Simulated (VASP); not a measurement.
# Ga2SbP3 (P4/mmm) in VASP: further runs

The runs below take Ga2SbP3 through relaxation of cell and atoms, single point, with PBE.

All numbers are computed with VASP 6.6.1; they aren't measurements. Logs are shortened: lines on timing, memory, paths and dates and some standing lists are left out, and cuts for length are marked.

## 1. The cell of the first run

It takes space group P4/mmm (No. 123, tetragonal). The conventional cell has a = 3.523 Å, b = 3.523 Å, c = 11.777 Å, α = 90.00°, β = 90.00°, γ = 90.00°. Within 3.9 Å of Ga (site symmetry 4mm) lie 8 P at 2.94 to 3.07 Å and 5 Ga at 3.52 to 3.60 Å. Within 4.6 Å of Sb (site symmetry 4/mmm) lie 4 Sb at 3.52 Å and 8 P at 3.55 Å and 2 Ga at 4.09 Å. Within 4.0 Å of P (site symmetry 4/mmm) lie 8 Ga at 3.07 Å and 6 P at 3.36 to 3.52 Å. P (site symmetry 4mm) has 4 Ga at 2.94 Å and 5 P at 3.36 to 3.52 Å and 4 Sb at 3.55 Å within 3.9 Å.

The cell was generated, and may not be a known phase.

## 2. Relaxation of cell and atoms, PBE

Contents of INCAR:

```
SYSTEM = Ga2SbP3
PREC     = Accurate       ! precision mode
ENCUT    = 600            ! plane-wave cutoff, eV
EDIFF    = 1E-6           ! SCF threshold, eV
ISMEAR   = 0              ! smearing method
SIGMA    = 0.1            ! smearing width, eV
LREAL    = .FALSE.        ! projectors in reciprocal space
LASPH    = .TRUE.         ! aspherical terms in the spheres
NELM     = 100            ! most SCF steps
ALGO     = Normal         ! electronic algorithm
ISIF     = 3              ! what is computed and relaxed
LWAVE    = .FALSE.        ! write WAVECAR
LCHARG   = .FALSE.        ! write CHGCAR
GGA      = PE             ! functional
IBRION   = 2              ! ionic algorithm
NSW      = 90             ! ionic steps
EDIFFG   = -0.04          ! ionic threshold
```

Contents of KPOINTS:

```
regular mesh
0
G
  6 6 2
  0 0 0
```

Contents of POSCAR:

```
Ga2SbP3
1.0
    3.5231674100      0.0000000000      0.0000000000
    0.0000000000      3.5231674100      0.0000000000
    0.0000000000      0.0000000000     11.7772705100
Ga Sb P
2 1 3
Direct
    0.5000000000      0.5000000000      0.8473602500
    0.5000000000      0.5000000000      0.1526397500
    0.5000000000      0.5000000000      0.5000000000
    0.0000000000      0.0000000000      0.0000000000
    0.0000000000      0.0000000000      0.7145522800
    0.0000000000      0.0000000000      0.2854477200
```

Potentials or basis: VASP PAW PBE potentials, release 64 (Ga_d, Sb, P).

On the command line:

```bash
cat potpaw_PBE.64/Ga_d/POTCAR potpaw_PBE.64/Sb/POTCAR potpaw_PBE.64/P/POTCAR > POTCAR
mpirun -np 1 vasp_std > vasp.out
```

OUTCAR:

```text
SYSTEM = Ga2SbP3
   PREC = Accurate
   ENCUT = 600
   EDIFF = 1E-6
   ISMEAR = 0
   LREAL = .FALSE.
   LASPH = .TRUE.
   NELM = 100
   ISIF = 3
   GGA = PE
   IBRION = 2
   NSW = 90
   EDIFFG = -0.04

 ion  position               nearest neighbor table
   1  0.500  0.500  0.847-
   2  0.500  0.500  0.153-
   3  0.500  0.500  0.500-
   4  0.000  0.000  0.000-
   5  0.000  0.000  0.715-
   6  0.000  0.000  0.285-

  LATTYP: Found a simple tetragonal cell.
 ALAT       =     3.5231674100
 C/A-ratio  =     3.3428075193

  Lattice vectors:

 A1 = (   3.5231674100,   0.0000000000,   0.0000000000)
 A2 = (   0.0000000000,   3.5231674100,   0.0000000000)
 A3 = (   0.0000000000,   0.0000000000,  11.7772705100)

Analysis of symmetry for initial positions (statically):
=====================================================================
 Subroutine PRICEL returns:
 Original cell was already a primitive cell.

 Routine SETGRP: Setting up the symmetry group for a
 simple tetragonal supercell.

 Subroutine GETGRP returns: Found 16 space group operations
 (whereof 16 operations were pure point group operations)
 out of a pool of 16 trial point group operations.

The static configuration has the point symmetry D_4h.

Analysis of symmetry for dynamics (positions and initial velocities):
=====================================================================
 Subroutine PRICEL returns:
 Original cell was already a primitive cell.

 Routine SETGRP: Setting up the symmetry group for a
 simple tetragonal supercell.

 Subroutine GETGRP returns: Found 16 space group operations
 (whereof 16 operations were pure point group operations)
 out of a pool of 16 trial point group operations.

The dynamic configuration has the point symmetry D_4h.

 Subroutine INISYM returns: Found 16 space group operations
 (whereof 16 operations are pure point group operations),
 and found     1 'primitive' translations

----------------------------------------------------------------------------------------

                                     Primitive cell

  volume of cell :     146.1878

  direct lattice vectors                    reciprocal lattice vectors
     3.523167410  0.000000000  0.000000000     0.283835505  0.000000000  0.000000000
     0.000000000  3.523167410  0.000000000     0.000000000  0.283835505  0.000000000
     0.000000000  0.000000000 11.777270510     0.000000000  0.000000000  0.084909317

  length of vectors
     3.523167410  3.523167410 11.777270510     0.283835505  0.283835505  0.084909317

  position of ions in fractional coordinates (direct lattice)
     0.500000000  0.500000000  0.847360250
     0.500000000  0.500000000  0.152639750
     0.500000000  0.500000000  0.500000000
     0.000000000  0.000000000  0.000000000
     0.000000000  0.000000000  0.714552280
     0.000000000  0.000000000  0.285447720

  ion indices of the primitive-cell ions
   primitive index   ion index
                 1           1
                 2           2
                 3           3
                 4           4
                 5           5
                 6           6

----------------------------------------------------------------------------------------

 KPOINTS: regular mesh

Automatic generation of k-mesh.
 Grid dimensions read from file:
 generate k-points for:    6    6    2

 Generating k-lattice:

  Cartesian coordinates                     Fractional coordinates (reciprocal lattice)
     0.047305917  0.000000000  0.000000000     0.166666667  0.000000000  0.000000000
     0.000000000  0.047305917  0.000000000     0.000000000  0.166666667  0.000000000
     0.000000000  0.000000000  0.042454659     0.000000000  0.000000000  0.500000000

  Length of vectors
     0.047305917  0.047305917  0.042454659

  Shift w.r.t. Gamma in fractional coordinates (k-lattice)
     0.000000000  0.000000000  0.000000000

 Subroutine IBZKPT returns following result:
 ===========================================

 Found     20 irreducible k-points:

 Following reciprocal coordinates:
[... 40 lines left out ...]
   EMIN   =  10.00;   EMAX   =-10.00  energy-range for DOS
   EFERMI =   0.00;   METHOD = LEGACY
   ISMEAR =     0;   SIGMA  =   0.10  broadening in eV -4-tet -1-fermi 0-gaus
   EFERMI_NEDOS =   21; number of points for ismear=-14 and -15
   IALGO  =     38    algorithm
   IMIX   =      4    mixing-type and parameters
     AMIX     =   0.40;   BMIX     =  1.00
     AMIX_MAG =   1.60;   BMIX_MAG =  1.00
  volume/ion in A,a.u.               =      24.36       164.42
  Fermi-wavevector in a.u.,A,eV,Ry     =   1.113500  2.104211 16.869634  1.239883
  Thomas-Fermi vector in A             =   2.250086
   LORBIT       =      0    0 simple, 1 ext, 2 COOP (PROOUT), +10 PAW based schemes
   GGA     = PE    functional components
   LHFCALC =     F    Hartree Fock is set to
   AEXX    =    0.0000 exact exchange contribution
   IVDW    =     0    specifies the selected vdW correction
   LEPSILON=     F    determine dielectric tensor
   LRPA    =     F    only Hartree local field effects (RPA)
 conjugate gradient relaxation of ions
 non-spin polarized calculation
 Gauss-broadening in eV      SIGMA  =   0.10
  energy-cutoff  :      600.00
  volume of cell :      146.19
 maximum number of plane-waves:      4904
   NGX = 15   NGY = 15   NGZ = 47

--------------------------------------- Ionic step        1  -------------------------------------------

 number of electron      46.0000020 magnetization

 Free energy of the ion-electron system (eV)
  ---------------------------------------------------
  ext. energy  EPLUGINS =         0.00000000
  ---------------------------------------------------
  free energy    TOTEN  =       -21.96948458 eV

  energy without entropy =      -21.94646176  energy(sigma->0) =      -21.95797317

 E-fermi :   4.3937     XC(G=0):  -9.6770

 val. band max:        4.3916769015   @ k =   0.5000   0.3333   0.0000
 cond. band min:       4.4198148700   @ k =   0.3333   0.1667   0.5000
 fundamental gap:      0.0281379685
 Fermi energy:         4.3937135218

 k-point     1 :       0.0000    0.0000    0.0000
  band No.  band energies     occupation
      1     -10.0517      2.00000
      2     -10.0497      2.00000
      3     -10.0412      2.00000
      4     -10.0195      2.00000
      5     -10.0109      2.00000
      6     -10.0109      2.00000
[... 702 lines left out ...]
  FREE ENERGIE OF THE ION-ELECTRON SYSTEM (eV)
  ---------------------------------------------------
  free  energy   TOTEN  =       -23.7045011711 eV

  energy  without entropy=      -23.6869343883  energy(sigma->0) =      -23.69571778

[... ionic steps 4 to 13 ...]

--------------------------------------- Ionic step       14  -------------------------------------------

 number of electron      45.9999999 magnetization

------------------------ aborting loop because EDIFF is reached ----------------------------------------

  FORCE on cell =-STRESS in cart. coord.  units (eV):
  Direction    XX          YY          ZZ          XY          YZ          ZX
  --------------------------------------------------------------------------------------
  -------------------------------------------------------------------------------------
  Total        0.0358155      0.0358155     -0.3361440      0.0000000      0.0000000      0.0000000
  in kB        0.5317544      0.5317544     -4.9907499      0.0000000      0.0000000      0.0000000
  external PRESSURE =      -1.3090804 kB  Pullay stress =       0.0000000 kB
[... 65 lines left out ...]
  energy  without entropy=      -24.0040695648  energy(sigma->0) =      -24.01064316

--------------------------------------- Ionic step       16  -------------------------------------------

 number of electron      46.0000008 magnetization

 Free energy of the ion-electron system (eV)
  ---------------------------------------------------
  ext. energy  EPLUGINS =         0.00000000
  ---------------------------------------------------
  free energy    TOTEN  =       -24.01988706 eV

  energy without entropy =      -24.00757087  energy(sigma->0) =      -24.01372897

 E-fermi :   7.7465     XC(G=0): -11.0395

 val. band max:        7.7086338971   @ k =   0.5000   0.0000   0.0000
 cond. band min:       7.7510879212   @ k =   0.0000   0.0000   0.0000
 fundamental gap:      0.0424540241
 Fermi energy:         7.7464772876

 k-point     1 :       0.0000    0.0000    0.0000
  band No.  band energies     occupation
      1      -7.0959      2.00000
      2      -7.0319      2.00000
      3      -7.0211      2.00000
      4      -7.0092      2.00000
      5      -7.0032      2.00000
      6      -7.0032      2.00000
[... 622 lines left out ...]
  FREE ENERGIE OF THE ION-ELECTRON SYSTEM (eV)
  ---------------------------------------------------
  free  energy   TOTEN  =       -24.0198870584 eV

  energy  without entropy=      -24.0075708727  energy(sigma->0) =      -24.01372897

 reached required accuracy - stopping structural energy minimisation
```

It took 28 min on 1 thread of Intel Xeon 8259CL, shared host; peak memory 0.35 GiB.

What came out:

```yaml
Free_energy: -24.0199 eV
Relaxed_volume: 17.96 Å³/atom
Relaxed_cell: a = 3.400 Å, b = 3.400 Å, c = 9.321 Å, α = 90.00°, β = 90.00°, γ = 90.00°
Space_group_after_relaxing_to_0.1_Å: P4/mmm (No. 123)
Energy_gained_by_relaxing: 341.7 meV/atom
Ionic_steps: 16
Pressure_after_relaxing: 0.0 GPa
Largest_force_after_relaxing: 0.028 eV/Å
Band_gap_on_the_k_mesh: zero (bands 23 and 24 overlap by 3.33 eV)
```

Forces on the atoms (eV/Å):
```
Ga   0.000  0.000 -0.028
Ga   0.000  0.000  0.028
Sb   0.000  0.000  0.000
P    0.000  0.000  0.000
P    0.000  0.000  0.012
P    0.000  0.000 -0.012
```

Step by step:
```csv
step,energy change (eV),largest force (eV/Å),pressure (GPa),volume (Å³)
1,0.0000,0.3161,-11.31,146.19
2,-1.7098,0.0695,-2.16,112.73
3,-1.7350,0.1646,-0.04,109.42
4,-1.7347,0.1872,0.40,108.76
5,-1.7912,0.1748,0.68,108.16
6,-1.9048,0.2142,1.11,106.71
7,-1.9403,0.2619,4.05,102.99
8,-1.9608,0.2367,1.83,105.56
9,-2.0004,0.2745,2.75,104.33
10,-2.0278,0.1913,-0.12,108.06
11,-2.0309,0.2172,0.61,107.08
12,-2.0394,0.1898,0.01,107.77
13,-2.0412,0.1674,-0.37,108.27
14,-2.0449,0.1302,-0.13,107.91
15,-2.0477,0.0733,0.30,107.31
16,-2.0504,0.0283,-0.02,107.76
```

Final structure:
```yaml
crystal:
  lattice:
    - [3.40004, 0.00000, 0.00000]
    - [0.00000, 3.40004, 0.00000]
    - [0.00000, 0.00000, 9.32143]
  atoms:
    - { symbol: Ga, position: [0.50000, 0.50000, 0.83854] }
    - { symbol: Ga, position: [0.50000, 0.50000, 0.16146] }
    - { symbol: Sb, position: [0.50000, 0.50000, 0.50000] }
    - { symbol: P, position: [0.00000, 0.00000, 0.00000] }
    - { symbol: P, position: [0.00000, 0.00000, 0.71086] }
    - { symbol: P, position: [0.00000, 0.00000, 0.28914] }
```

Levels at points of the mesh, in eV from the Fermi level:
| k point | band 21 | band 22 | band 23 | band 24 | band 25 | band 26 |
| --- | --- | --- | --- | --- | --- | --- |
| (0.00, 0.00, 0.00) | -0.72 | 0.00 | 0.12 | 0.12 | 0.79 | 3.30 |
| (0.50, 0.00, 0.00) | -0.04 | 0.71 | 1.46 | 1.79 | 2.62 | 3.26 |
| (0.50, 0.50, 0.00) | -3.91 | -3.91 | -2.88 | -1.32 | -0.18 | -0.18 |
| (0.00, 0.00, 0.50) | -1.31 | -0.06 | 0.90 | 0.90 | 1.53 | 2.13 |
| (0.50, 0.00, 0.50) | 0.01 | 0.58 | 0.89 | 0.98 | 1.57 | 2.83 |
| (0.50, 0.50, 0.50) | -2.93 | -2.40 | -2.40 | -1.87 | -1.87 | -1.78 |

Caveat: the volume moved by over 15 % at a fixed basis, so the end points are rough; the highest band is partly filled, so the run has too few bands; spin-orbit coupling is left out, which moves the levels of the heavy elements.

## 3. Single point, PBE

This run uses another cell than the first one, of 18.16 Å³/atom.

Contents of INCAR:

```
SYSTEM = Ga2SbP3
PREC = Accurate
ENCUT = 520
EDIFF = 1E-7
ISMEAR = 0
SIGMA = 0.1
LREAL = .False.
LASPH = .True.
NELM = 60
ALGO = Normal
ISIF = 2
LWAVE = .False.
LCHARG = .True.
GGA = PE
LELF = .True.
LVHAR = .True.
NBANDS = 32
```

Contents of KPOINTS:

```
regular mesh
0
Gamma
  12 12 4
  0 0 0
```

Contents of POSCAR:

```
Ga2SbP3
1.0
    3.4667822613      0.0000000000      0.0000000000
    0.0000000000      3.4667822613      0.0000000000
    0.0000000000      0.0000000000      9.0674227308
Ga Sb P
2 1 3
Direct
    0.5000000000      0.5000000000      0.8384098086
    0.5000000000      0.5000000000      0.1615901914
    0.5000000000      0.5000000000      0.5000000000
    0.0000000000      0.0000000000      0.0000000000
    0.0000000000      0.0000000000      0.7226300539
    0.0000000000      0.0000000000      0.2773699461
```

Potentials or basis: VASP PAW PBE potentials, release 64 (Ga_d, Sb, P).

On the command line:

```bash
cat potpaw_PBE.64/Ga_d/POTCAR potpaw_PBE.64/Sb/POTCAR potpaw_PBE.64/P/POTCAR > POTCAR
mpirun -np 1 vasp_std > vasp.out
```

It took 8.2 min on 1 thread of Intel Xeon 8259CL, shared host; peak memory 0.41 GiB.

The run converged. Its results:

```yaml
Free_energy: -24.0255 eV
Pressure: -0.1 GPa
Band_gap_on_the_k_mesh: zero (bands 23 and 24 overlap by 3.38 eV)
```

Forces in eV/Å, atoms in the order of the input:
```
Ga   0.000  0.000 -0.002
Ga   0.000  0.000  0.002
Sb   0.000  0.000  0.000
P    0.000  0.000  0.000
P    0.000  0.000 -0.002
P    0.000  0.000  0.002
```

Stress tensor (GPa, compression positive):
```
-0.02  0.00  0.00
 0.00 -0.02  0.00
 0.00  0.00 -0.11
```

Levels at points of the mesh, in eV from the Fermi level:
| k point | band 19 | band 20 | band 21 | band 22 | band 23 | band 24 | band 25 | band 26 |
| --- | --- | --- | --- | --- | --- | --- | --- | --- |
| (0.00, 0.00, 0.00) | -1.34 | -1.16 | -1.16 | -0.44 | 0.05 | 0.05 | 1.32 | 3.14 |
| (0.50, 0.00, 0.00) | -3.18 | -1.59 | -0.69 | 0.29 | 1.36 | 1.71 | 2.20 | 2.87 |
| (0.50, 0.50, 0.00) | -4.72 | -4.51 | -3.77 | -3.77 | -3.31 | -1.06 | -0.09 | -0.09 |
| (0.00, 0.00, 0.50) | -2.33 | -1.64 | -1.64 | -0.69 | 0.86 | 0.86 | 1.03 | 2.42 |
| (0.50, 0.00, 0.50) | -0.93 | -0.78 | -0.66 | 0.18 | 1.30 | 1.33 | 1.48 | 2.42 |
| (0.50, 0.50, 0.50) | -5.45 | -3.88 | -3.11 | -2.19 | -2.19 | -1.95 | -1.91 | -1.91 |

Caveat: spin-orbit coupling is left out, which moves the levels of the heavy elements.

## 4. Relaxation of cell and atoms, PBE

This run uses another cell than the first one, of 17.98 Å³/atom.

Contents of INCAR:

```
ALGO = Normal
EDIFF = 1E-6
EDIFFG = -0.01
ENCUT = 600
GGA = PE
IBRION = 2
ISIF = 3
ISMEAR = 0
LASPH = True
LCHARG = False
LREAL = False
LWAVE = False
NELM = 100
NSW = 100
PREC = Accurate
SIGMA = 0.1
```

Contents of KPOINTS:

```
k-points
0
Gamma
  12 12 4
```

Contents of POSCAR:

```
Ga2SbP3
1.0
    3.4011111259      0.0000000000      0.0000000000
    0.0000000000      3.4011111259      0.0000000000
    0.0000000000      0.0000000000      9.3239718100
Ga Sb P
2 1 3
Direct
    0.5000000000      0.5000000000      0.8380894317
    0.5000000000      0.5000000000      0.1619105683
    0.5000000000      0.5000000000      0.5000000000
    0.0000000000      0.0000000000      0.0000000000
    0.0000000000      0.0000000000      0.7113238307
    0.0000000000      0.0000000000      0.2886761693
```

On the command line:

```bash
cat potpaw_PBE.64/Ga_d/POTCAR potpaw_PBE.64/Sb/POTCAR potpaw_PBE.64/P/POTCAR > POTCAR
mpirun -np 1 vasp_std > vasp.out
```

Wall time 69 min (1 thread of Intel Xeon 8259CL, shared host); peak memory 0.47 GiB.

It converged, with:

- Free energy: -24.0256 eV
- Relaxed volume: 18.13 Å³/atom
- Relaxed cell: a = 3.466 Å, b = 3.466 Å, c = 9.058 Å, α = 90.00°, β = 90.00°, γ = 90.00°
- Space group after relaxing (to 0.1 Å): P4/mmm (No. 123)
- Energy gained by relaxing: 10.8 meV/atom
- Ionic steps: 17
- Pressure after relaxing: 0.0 GPa
- Largest force after relaxing: 0.010 eV/Å

Forces in eV/Å, atoms in the order of the input:
```
Ga   0.000  0.000 -0.010
Ga   0.000  0.000  0.010
Sb   0.000  0.000  0.000
P    0.000  0.000  0.000
P    0.000  0.000  0.002
P    0.000  0.000 -0.002
```

Stress tensor (GPa, compression positive):
```
 0.07  0.00  0.00
 0.00  0.07  0.00
 0.00  0.00 -0.02
```

Step by step:
```tsv
step	energy change (eV)	largest force (eV/Å)	pressure (GPa)	volume (Å³)
1	0.0000	0.2165	-0.26	107.86
2	-0.0344	0.1623	0.16	107.39
3	-0.0487	0.1236	0.88	106.87
4	-0.0495	0.1110	1.11	106.71
5	-0.0570	0.1105	-0.38	108.96
6	-0.0574	0.1115	-0.13	108.54
7	-0.0594	0.0937	-0.08	108.53
8	-0.0628	0.0406	0.05	108.49
9	-0.0630	0.0556	0.09	108.47
10	-0.0639	0.0472	-0.12	108.84
11	-0.0641	0.0412	-0.30	109.14
12	-0.0645	0.0322	-0.17	109.07
13	-0.0647	0.0251	-0.12	109.01
14	-0.0649	0.0111	-0.03	108.89
15	-0.0649	0.0127	-0.07	108.90
16	-0.0650	0.0110	0.01	108.83
17	-0.0650	0.0098	0.04	108.79
```

Final structure:
```
Ga Sb P
1.0
     3.46560    0.00000    0.00000
     0.00000    3.46560    0.00000
     0.00000    0.00000    9.05761
Ga Sb P
2 1 3
Cartesian
  1.7328 1.7328 7.5968
  1.7328 1.7328 1.4608
  1.7328 1.7328 4.5288
  0.0000 0.0000 0.0000
  0.0000 0.0000 6.5404
  0.0000 0.0000 2.5172
```

Levels at points of the mesh, in eV from the Fermi level:
| k point | band 20 | band 21 | band 22 | band 23 | band 24 | band 25 |
| --- | --- | --- | --- | --- | --- | --- |
| (0.00, 0.00, 0.00) | -1.15 | -1.15 | -0.44 | 0.03 | 0.03 | 1.34 |
| (0.50, 0.00, 0.00) | -1.59 | -0.69 | 0.29 | 1.36 | 1.72 | 2.19 |
| (0.50, 0.50, 0.00) | -4.51 | -3.79 | -3.79 | -3.31 | -1.07 | -0.07 |
| (0.00, 0.00, 0.50) | -1.64 | -1.64 | -0.68 | 0.85 | 0.85 | 1.03 |
| (0.50, 0.00, 0.50) | -0.77 | -0.65 | 0.18 | 1.31 | 1.33 | 1.47 |
| (0.50, 0.50, 0.50) | -3.88 | -3.10 | -2.20 | -2.20 | -1.97 | -1.91 |

Caveat: the highest band is partly filled, so the run has too few bands; spin-orbit coupling is left out, which moves the levels of the heavy elements.

## 5. Overview

```tsv
task	cell	k mesh	cutoff (eV)	gap on the mesh (eV)	pressure (GPa)	relaxed volume (Å³/atom)	largest force (eV/Å)
relaxation of cell and atoms	relaxed from a = 3.523, b = 3.523, c = 11.777 Å, 6 atoms, atomic positions A	6 × 6 × 2	600	none	0.0	17.96	0.03
single point	a = 3.467, b = 3.467, c = 9.067 Å, 6 atoms, atomic positions B	12 × 12 × 4	520	none	-0.1	-	-
relaxation of cell and atoms	relaxed from a = 3.401, b = 3.401, c = 9.324 Å, 6 atoms, atomic positions C	12 × 12 × 4	600	-	0.0	18.13	0.01
```

Alike in all rows: level PBE; potentials or basis VASP PAW PBE potentials, release 64 (Ga_d, Sb, P); no spin polarisation; smearing gaussian 0.1 eV.

Caveats: spin-orbit coupling is left out, which moves the levels of the heavy elements; the highest band is partly filled, so the run has too few bands (at least some runs); the volume moved by over 15 % at a fixed basis, so the end points are rough (at least some runs).

Absolute energies hang on the potentials; compare differences alone.

The gap in the log of VASP goes by the Fermi energy; the results here count the filled bands.